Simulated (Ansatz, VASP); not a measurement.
# Two plane-wave programs on CuI

Contents of POSCAR:

```
CuI
1.0
    0.0000000000      3.0120290779      3.0120290779
    2.9969689325      0.0000000000      3.0120290779
    2.9969689325      3.0120290779      0.0000000000
Cu I
1 1
Direct
    0.0000000000      0.0000000000      0.0000000000
    0.2500000000      0.2500000000      0.2500000000
```

Contents of INCAR.step1:

```
SYSTEM = CuI
  ALGO = Normal
  EDIFF = 1E-4
  ENCUT = 520
  GGA = PE
  ISMEAR = 0
  LASPH = .True.
  LCHARG = .False.
  LREAL = .False.
  LWAVE = .True.
  NBANDS = 16
  NELM = 60
  PREC = Accurate
  SIGMA = 0.01
```

Contents of INCAR.step2:

```
SYSTEM = CuI
  ALGO = Normal
  EDIFF = 1E-7
  ENCUT = 520
  ISIF = 2
  ISMEAR = 0
  ISTART = 1
  LASPH = .True.
  LCHARG = .False.
  LMIXTAU = .True.
  LREAL = .False.
  LWAVE = .False.
  METAGGA = R2SCAN
  NBANDS = 16
  NELM = 60
  PREC = Accurate
  SIGMA = 0.01
```

File KPOINTS:

```
k-points
0
Gamma
  8 8 8
  0 0 0
```

Input for Ansatz:

```yaml
crystal:
  lattice:
    - [0.0, 3.0120290779, 3.0120290779]
    - [2.9969689325, 0.0, 3.0120290779]
    - [2.9969689325, 3.0120290779, 0.0]
  atoms:
    - { symbol: Cu, position: [0.0, 0.0, 0.0] }
    - { symbol: I, position: [0.25, 0.25, 0.25] }
kpoints:
  mp_grid: { grid: [8, 8, 8] }
  band_path:
    path:
      - [0.0, 0.0, 0.0]
      - [-0.5, -0.5, 0.0]
      - [-0.375, -0.375, 0.25]
      - [-0.375, 0.0, 0.375]
      - [0.0, 0.0, 0.5]
      - [-0.5, -0.25, 0.25]
    npoints: 1
hamiltonian:
  xc: r2scan
scf:
  occupations: { method: fixed }
  n_extra_bands: 4
output:
  forces: true
  stress: true
  eigenvalues: true
```

Change from the starting cell: uniaxial_x strain -0.5%.

Alike in both runs: task single point; functional r2SCAN; k mesh 8 × 8 × 8; no spin polarisation.

|  | VASP | Ansatz |
| --- | --- | --- |
| version | VASP 6.6.1 | Ansatz 0.2.0 |
| potentials or method | VASP PAW PBE potentials, release 64 (Cu, I) | plane waves, PAW |
| plane-wave cutoff (eV) | 520 | 500 |
| occupations | gaussian, width 0.01 eV | fixed |
| valence electrons in the cell | 18 | 36 |

```tsv
	VASP	Ansatz	Ansatz less VASP
gap on the k mesh at the Fermi level (eV)	1.68	1.68	-0.005
pressure (GPa)	0.2	0.2	+0.03
traceless stress, the component that is largest in VASP (GPa)	0.06	0.06	+0.002
```

VASP's potentials were made for PBE, not for r2SCAN. VASP's potentials hold 18 valence electrons a cell and Ansatz's 36, so a difference there can come from the potentials and not from the codes.

Spin-orbit coupling is off throughout.
